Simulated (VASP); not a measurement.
Runs of VASP 6.6.1 on SiGeO4. The structure is that of space group F-43m (No. 216), or close to it. The cells are those of the table. 

```csv
cell,gap on the mesh (eV),pressure (GPa)
"atoms relaxed from a = 5.354 Å, angles 60.0°, 6 atoms",4.72,8.5
"atoms relaxed from a = 5.520 Å, angles 60.0°, 6 atoms",(a),-3.7
"atoms relaxed from a = 5.410 Å, angles 60.0°, 6 atoms",4.40,3.8
"atoms relaxed from a = 5.296 Å, angles 60.0°, 6 atoms",4.99,14.1
```

Alike in all rows: task relaxation of the atoms; level PBE; potentials or basis VASP PAW PBE potentials, release 64 (Si, Ge_d, O); no spin polarisation; k mesh 6 × 6 × 6; cutoff (eV) 520; smearing gaussian 0.02 eV.

Q: Estimate the missing entries.

A: (a) 3.66.

A k mesh can miss the band edges, and the runs leave out spin-orbit coupling on Ge.
